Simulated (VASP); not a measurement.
# LiCl (Fm-3m) in VASP: further runs

LiCl is run at these levels: PBE, r2SCAN; tasks: single point.

All numbers are computed with VASP 6.6.1; they aren't measurements. Logs are shortened: lines on timing, memory, paths and dates and some standing lists are left out, and cuts for length are marked.

**1. The cell of the first run**

Symmetry: Fm-3m, No. 225, cubic system. The conventional cell has a = 5.041 Å, b = 5.041 Å, c = 5.041 Å, α = 90.00°, β = 90.00°, γ = 90.00°. Within 3.3 Å of Li (site symmetry m-3m) lie 6 Cl at 2.52 Å. Within 3.3 Å of Cl (site symmetry m-3m) lie 6 Li at 2.52 Å.

**2. Single point, PBE (strain -1.4%)**

Contents of INCAR:

```
SYSTEM = LiCl
PREC     = Accurate       ! precision mode
ENCUT    = 520            ! plane-wave cutoff, eV
EDIFF    = 1E-7           ! SCF threshold, eV
ISMEAR   = -1             ! smearing method
SIGMA    = 0.02           ! smearing width, eV
LREAL    = .False.        ! projectors in reciprocal space
LASPH    = .True.         ! aspherical terms in the spheres
NELM     = 100            ! most SCF steps
ALGO     = Normal         ! electronic algorithm
ISIF     = 2              ! what is computed and relaxed
LWAVE    = .False.        ! write WAVECAR
LCHARG   = .True.         ! write CHGCAR
GGA      = PE             ! functional
LELF     = .True.         ! ELF
LVHAR    = .True.       
NBANDS   = 12             ! bands
```

Contents of KPOINTS:

```
Automatic mesh
0
Gamma
  8 8 8
  0 0 0
```

Contents of POSCAR:

```
LiCl
1.0
    0.0000000000      2.5205080802      2.5205080802
    2.5205080802      0.0000000000      2.5205080802
    2.5205080802      2.5205080802      0.0000000000
Li Cl
1 1
Direct
    0.0000000000      0.0000000000      0.0000000000
    0.5000000000      0.5000000000      0.5000000000
```

Potentials or basis: VASP PAW PBE potentials, release 64 (Li_sv, Cl).

Run with:

```bash
$ cat potpaw_PBE.64/Li_sv/POTCAR potpaw_PBE.64/Cl/POTCAR > POTCAR
$ mpirun -np 1 vasp_std > vasp.out
```

OUTCAR:

```text
SYSTEM = LiCl
   PREC = Accurate
   ENCUT = 520
   EDIFF = 1E-7
   ISMEAR = -1
   LREAL = .False.
   LASPH = .True.
   NELM = 100
   ISIF = 2
   GGA = PE

 ion  position               nearest neighbor table
   1  0.000  0.000  0.000-   2 2.52   2 2.52   2 2.52   2 2.52   2 2.52   2 2.52
   2  0.500  0.500  0.500-   1 2.52   1 2.52   1 2.52   1 2.52   1 2.52   1 2.52

  LATTYP: Found a face centered cubic cell.
 ALAT       =     5.0410161604

  Lattice vectors:

 A1 = (   0.0000000000,   2.5205080802,   2.5205080802)
 A2 = (   2.5205080802,   0.0000000000,   2.5205080802)
 A3 = (   2.5205080802,   2.5205080802,   0.0000000000)

Analysis of symmetry for initial positions (statically):
=====================================================================
 Subroutine PRICEL returns:
 Original cell was already a primitive cell.

 Routine SETGRP: Setting up the symmetry group for a
 face centered cubic supercell.

 Subroutine GETGRP returns: Found 48 space group operations
 (whereof 48 operations were pure point group operations)
 out of a pool of 48 trial point group operations.

The static configuration has the point symmetry O_h .

Analysis of symmetry for dynamics (positions and initial velocities):
=====================================================================
 Subroutine PRICEL returns:
 Original cell was already a primitive cell.

 Routine SETGRP: Setting up the symmetry group for a
 face centered cubic supercell.

 Subroutine GETGRP returns: Found 48 space group operations
 (whereof 48 operations were pure point group operations)
 out of a pool of 48 trial point group operations.

The dynamic configuration has the point symmetry O_h .

 Subroutine INISYM returns: Found 48 space group operations
 (whereof 48 operations are pure point group operations),
 and found     1 'primitive' translations

----------------------------------------------------------------------------------------

                                     Primitive cell

  volume of cell :      32.0254

  direct lattice vectors                    reciprocal lattice vectors
     0.000000000  2.520508080  2.520508080    -0.198372703  0.198372703  0.198372703
     2.520508080  0.000000000  2.520508080     0.198372703 -0.198372703  0.198372703
     2.520508080  2.520508080  0.000000000     0.198372703  0.198372703 -0.198372703

  length of vectors
     3.564536711  3.564536711  3.564536711     0.343591600  0.343591600  0.343591600

  position of ions in fractional coordinates (direct lattice)
     0.000000000  0.000000000  0.000000000
     0.500000000  0.500000000  0.500000000

  ion indices of the primitive-cell ions
   primitive index   ion index
                 1           1
                 2           2

----------------------------------------------------------------------------------------

 KPOINTS: Automatic mesh

Automatic generation of k-mesh.
 Grid dimensions read from file:
 generate k-points for:    8    8    8

 Generating k-lattice:

  Cartesian coordinates                     Fractional coordinates (reciprocal lattice)
    -0.024796588  0.024796588  0.024796588     0.125000000  0.000000000  0.000000000
     0.024796588 -0.024796588  0.024796588     0.000000000  0.125000000  0.000000000
     0.024796588  0.024796588 -0.024796588     0.000000000  0.000000000  0.125000000

  Length of vectors
     0.042948950  0.042948950  0.042948950

  Shift w.r.t. Gamma in fractional coordinates (k-lattice)
     0.000000000  0.000000000  0.000000000

 Subroutine IBZKPT returns following result:
 ===========================================

 Found     29 irreducible k-points:

 Following reciprocal coordinates:
            Coordinates               Weight
  0.000000  0.000000  0.000000      1.000000
  0.125000  0.000000  0.000000      8.000000
  0.250000  0.000000  0.000000      8.000000
  0.375000  0.000000  0.000000      8.000000
  0.500000  0.000000  0.000000      4.000000
  0.125000  0.125000  0.000000      6.000000
[... 16 lines left out ...]
  0.500000  0.250000  0.125000     48.000000
 -0.375000  0.250000  0.125000     24.000000
 [... further k-points ...]
   k-points           NKPTS =     29   k-points in BZ     NKDIM =     29   number of bands    NBANDS=     12
   number of dos      NEDOS =    301   number of ions     NIONS =      2
   total plane-waves  NPLWV =  21952
   dimension x,y,z NGX =    28 NGY =   28 NGZ =   28
   dimension x,y,z NGXF=    56 NGYF=   56 NGZF=   56
   ions per type =               1   1
   NGX,Y,Z   is equivalent  to a cutoff of  13.06, 13.06, 13.06 a.u.
   NGXF,Y,Z  is equivalent  to a cutoff of  26.12, 26.12, 26.12 a.u.
 SYSTEM =  LiCl
   PREC   = accura    normal or accurate (medium, high low for compatibility)
   ISTART =      0    job   : 0-new  1-cont  2-samecut
   ICHARG =      2    charge: 1-file 2-atom 10-const
   ISPIN  =      1    spin polarized calculation?
   LNONCOLLINEAR =      F non collinear calculations
   LSORBIT =      F    spin-orbit coupling
   LASPH  =      T    aspherical Exc in radial PAW
   ENCUT  =  520.0 eV  38.22 Ry    6.18 a.u.   6.63  6.63  6.63*2*pi/ulx,y,z
   NELM   =    100;   NELMIN=  2; NELMDL= -5     # of ELM steps
   EDIFF  = 0.1E-06   stopping-criterion for ELM
   LREAL  =      F    real-space projection
   EDIFFG = 0.1E-05   stopping-criterion for IOM
   NSW    =      0    number of steps for IOM
   IBRION =     -1    ionic relax: 0-MD 1-quasi-New 2-CG
   NFREE  =      0    steps in history (QN), initial steepest desc. (CG)
   ISIF   =      2    stress and relaxation
   ISYM   =      2    0-nonsym 1-usesym 2-fastsym
   POTIM  = 0.5000    time-step for ionic-motion
   TEBEG  =    0.0;   TEEND  =   0.0 temperature during run
   PSTRESS=    0.0 pullay stress
   NELECT =      10.0000    total number of electrons
   NUPDOWN=      -1.0000    fix difference up-down
   EMIN   =  10.00;   EMAX   =-10.00  energy-range for DOS
   EFERMI =   0.00;   METHOD = LEGACY
   ISMEAR =    -1;   SIGMA  =   0.02  broadening in eV -4-tet -1-fermi 0-gaus
   EFERMI_NEDOS =   21; number of points for ismear=-14 and -15
   IALGO  =     38    algorithm
   IMIX   =      4    mixing-type and parameters
     AMIX     =   0.40;   BMIX     =  1.00
     AMIX_MAG =   1.60;   BMIX_MAG =  1.00
  volume/ion in A,a.u.               =      16.01       108.06
  Fermi-wavevector in a.u.,A,eV,Ry     =   1.110649  2.098822 16.783340  1.233541
  Thomas-Fermi vector in A             =   2.247203
   LORBIT       =      0    0 simple, 1 ext, 2 COOP (PROOUT), +10 PAW based schemes
   GGA     = PE    functional components
   LHFCALC =     F    Hartree Fock is set to
   AEXX    =    0.0000 exact exchange contribution
   IVDW    =     0    specifies the selected vdW correction
   LEPSILON=     F    determine dielectric tensor
   LRPA    =     F    only Hartree local field effects (RPA)
 non-spin polarized calculation
  energy-cutoff  :      520.00
  volume of cell :       32.03
 maximum number of plane-waves:       887
 NGX is ok and might be reduce to    28
   NGX = 13   NGY = 13   NGZ = 13

 number of electron      10.0000000 magnetization

 number of electron       9.9999994 magnetization

 Free energy of the ion-electron system (eV)
  ---------------------------------------------------
  ext. energy  EPLUGINS =         0.00000000
  ---------------------------------------------------
  free energy    TOTEN  =        -7.37169207 eV

  energy without entropy =       -7.37169207  energy(sigma->0) =       -7.37169207

 E-fermi :   1.3847     XC(G=0):  -8.9583

 val. band max:        0.9845390746   @ k =   0.0000   0.0000   0.0000
 cond. band min:       7.6374102222   @ k =   0.0000   0.0000   0.0000
 fundamental gap:      6.6528711475
 Fermi energy:         1.3846584745

 k-point     1 :       0.0000    0.0000    0.0000
  band No.  band energies     occupation
      1     -42.4531      2.00000
      2     -12.6034      2.00000
      3       0.9845      2.00000
      4       0.9845      2.00000
      5       0.9845      2.00000
      6       7.6374      0.00000
      7      12.9627      0.00000
      8      12.9627      0.00000
      9      12.9627      0.00000
     10      15.7527      0.00000
     11      15.7529      0.00000
     12      15.8293      0.00000

 k-point     2 :       0.1250    0.0000    0.0000
  band No.  band energies     occupation
      1     -42.4527      2.00000
      2     -12.5193      2.00000
      3       0.4208      2.00000
      4       0.9394      2.00000
      5       0.9394      2.00000
      6       8.0969      0.00000
      7      12.2068      0.00000
      8      12.8976      0.00000
      9      12.8976      0.00000
     10      14.2135      0.00000
     11      14.2135      0.00000
     12      16.2926      0.00000

 k-point     3 :       0.2500    0.0000    0.0000
  band No.  band energies     occupation
      1     -42.4514      2.00000
      2     -12.3035      2.00000
      3      -0.7111      2.00000
      4       0.8368      2.00000
      5       0.8368      2.00000
      6       8.4061      0.00000
      7      11.7435      0.00000
      8      11.7436      0.00000
      9      12.2079      0.00000
     10      15.0662      0.00000
     11      15.0662      0.00000
     12      16.8880      0.00000
[... 286 lines left out ...]
 k-point    23 :       0.5000    0.2500    0.1250
  band No.  band energies     occupation
      1     -42.4494      2.00000
      2     -11.9201      2.00000
      3      -1.5079      2.00000
      4      -0.3373      2.00000
      5       0.4480      2.00000
      6       9.5192      0.00000
      7      10.4403      0.00000
      8      11.4767      0.00000
      9      12.6439      0.00000
     10      15.6568      0.00000
     11      18.7867      0.00000
     12      19.2373      0.00000

 k-point    24 :      -0.3750    0.2500    0.1250
  band No.  band energies     occupation
      1     -42.4489      2.00000
      2     -11.8298      2.00000
      3      -1.7631      2.00000
      4      -0.4399      2.00000
      5       0.3521      2.00000
      6       9.3094      0.00000
      7      10.3925      0.00000
      8      11.6538      0.00000
      9      13.0882      0.00000
     10      16.7687      0.00000
     11      17.4761      0.00000
     12      19.5042      0.00000

 [... further k-points ...]

------------------------ aborting loop because EDIFF is reached ----------------------------------------

  FORCE on cell =-STRESS in cart. coord.  units (eV):
  Direction    XX          YY          ZZ          XY          YZ          ZX
  --------------------------------------------------------------------------------------
  -------------------------------------------------------------------------------------
  Total        0.4450947      0.4450947      0.4450947     -0.0000000      0.0000000     -0.0000000
  in kB       22.2673620     22.2673620     22.2673620     -0.0000000      0.0000000     -0.0000000
  external PRESSURE =      22.2673620 kB  Pullay stress =       0.0000000 kB

 VOLUME and BASIS-vectors are now :
 -----------------------------------------------------------------------------
  energy-cutoff  :      520.00
  volume of cell :       32.03
      direct lattice vectors                 reciprocal lattice vectors
     0.000000000  2.520508080  2.520508080    -0.198372703  0.198372703  0.198372703
     2.520508080  0.000000000  2.520508080     0.198372703 -0.198372703  0.198372703
     2.520508080  2.520508080  0.000000000     0.198372703  0.198372703 -0.198372703

 POSITION                                       TOTAL-FORCE (eV/Angst)
 -----------------------------------------------------------------------------------
      0.00000      0.00000      0.00000         0.000000      0.000000      0.000000
      2.52051      2.52051      2.52051        -0.000000     -0.000000     -0.000000
 -----------------------------------------------------------------------------------
    total drift:                                0.000000      0.000000      0.000000

  FREE ENERGIE OF THE ION-ELECTRON SYSTEM (eV)
  ---------------------------------------------------
  free  energy   TOTEN  =        -7.3716920691 eV

  energy  without entropy=       -7.3716920691  energy(sigma->0) =       -7.37169207
```

Wall time 13 s (1 thread of Intel Xeon Platinum 8259CL at 2.50GHz (Skylake/Cascade Lake), shared host); peak memory 0.15 GiB.

What came out:

- Free energy: -7.3717 eV
- Band gap on the k mesh: 6.65 eV

Levels at points of the mesh, in eV from the valence-band top:
| k point | band 3 | band 4 | band 5 | band 6 | band 7 | band 8 |
| --- | --- | --- | --- | --- | --- | --- |
| (0.00, 0.00, 0.00) | 0.00 | 0.00 | 0.00 | 6.65 | 11.98 | 11.98 |
| (0.50, 0.00, 0.00) | -3.03 | -0.28 | -0.28 | 6.81 | 9.52 | 9.52 |
| (0.50, 0.50, 0.00) | -3.14 | -1.20 | -1.20 | 8.00 | 8.21 | 12.89 |

Caveat: the cell differs from its parent crystal (strain -1.4%); the cutoff is under 1.25 times the usual one of these potentials, so pressure, stress and relaxed cells hold a basis-set (Pulay) error.

(Continued in part 2 of 2.)
